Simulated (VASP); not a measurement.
**Mn: single point with r2SCAN**

Crystal: Mn.

```
Mn
1.0
     0.00000    2.55437    2.55437
     2.55437    0.00000    2.55437
     2.55437    2.55437    0.00000
Mn
2
Direct
  0.00000 0.00000 0.00000
  0.50000 0.50000 0.50000
```

| Property | Result |
| --- | --- |
| Program | VASP 6.6.1 |
| Task | single point |
| Functional | r2SCAN |
| Potentials or basis | VASP PAW PBE potentials, release 64 (Mn_pv) |
| Cutoff | 520 eV |
| k mesh | 12 × 12 × 12 |
| Occupations | fermi-dirac, width 0.05 eV |
| Spin | collinear spin, antiferromagnetic start |
| Starting moments | [3.0, -3.0] μB |
| Dipole correction | no |
| Further INCAR settings | ALGO = Normal; EDIFF = 1e-07; NBANDS = 24 |

```json
{
  "Pressure": "0.1 GPa",
  "Band gap on the k mesh": "zero (filled and empty bands overlap)",
  "Net moment": "0.00 μB per cell",
  "Site moments": "Mn +3.79, -3.79 μB",
  "Valence electrons inside the program's atomic spheres": "Mn 11.56"
}
```

Levels at points of the mesh, in eV from the Fermi level:
Spin up:
| k point | band 11 | band 12 | band 13 | band 14 | band 15 | band 16 |
| --- | --- | --- | --- | --- | --- | --- |
| (0.00, 0.00, 0.00) | -4.09 | -4.09 | 1.67 | 1.67 | 1.67 | 2.00 |
| (0.50, 0.00, 0.00) | -3.19 | -3.19 | -1.63 | -0.01 | -0.01 | 1.69 |
| (0.50, 0.50, 0.00) | -3.12 | -2.41 | -2.00 | 1.27 | 2.05 | 2.05 |
Spin down:
| k point | band 10 | band 11 | band 12 | band 13 | band 14 | band 15 | band 16 | band 17 |
| --- | --- | --- | --- | --- | --- | --- | --- | --- |
| (0.00, 0.00, 0.00) | -4.09 | -4.09 | -4.09 | 1.67 | 1.67 | 1.67 | 2.00 | 2.00 |
| (0.50, 0.00, 0.00) | -3.54 | -3.19 | -3.19 | -1.63 | -0.01 | -0.01 | 1.69 | 1.69 |
| (0.50, 0.50, 0.00) | -3.12 | -3.12 | -2.41 | -2.00 | 1.27 | 2.05 | 2.05 | 2.08 |

Wall time 17 min on 1 thread of Intel Xeon 8259CL, with other jobs on the host, peak memory 0.24 GiB.

Caveat: the PAW data sets were made with another functional, which shifts forces and pressure a little.
